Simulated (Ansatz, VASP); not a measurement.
## In3Sb2As: VASP beside Ansatz

```
CELL_PARAMETERS angstrom
4.19403 0.00000 0.00000
-2.09701 3.63213 0.00000
0.00000 0.00000 11.37626
ATOMIC_POSITIONS crystal
In 0.66667 0.33333 0.42125
In 0.66667 0.33333 0.10134
In 0.00000 0.00000 0.91618
Sb 0.33333 0.66667 0.71899
Sb 0.33333 0.66667 0.25687
As 0.00000 0.00000 0.58537
```

Change from the starting cell: species swapped into the Nd2Ga3Cu type (P3m1, No. 156).

Alike in both runs: functional PBE; k mesh 12 × 12 × 4; occupations gaussian, width 0.1 eV; no spin polarisation.

Ansatz relaxed the structure, and its values are those at the end. VASP's run is a single point on that final structure, the one shown.

|  | VASP | Ansatz |
| --- | --- | --- |
| version | VASP 6.6.1 | Ansatz 0.2.0 |
| potentials or method | VASP PAW PBE potentials, release 64 (In_d, Sb, As), cutoff 520 eV | scalar-relativistic, plane waves, PAW |
| valence electrons in the cell | 54 | 84 |

```csv
,VASP,Ansatz,Ansatz less VASP
gap on the k mesh at the Fermi level (eV),none,none,-
pressure (GPa),0.0,0.0,+0.01
rms of the force components (eV/Å),0.004,0.001,-0.0026
```

A gap of «none» marks a metal or a gap that the smearing closes. The functional is the same, so the differences come from potentials, cutoffs and numerics. VASP's potentials hold 54 valence electrons a cell and Ansatz's 84, so a difference there can come from the potentials and not from the codes.

Spin-orbit coupling is off throughout.
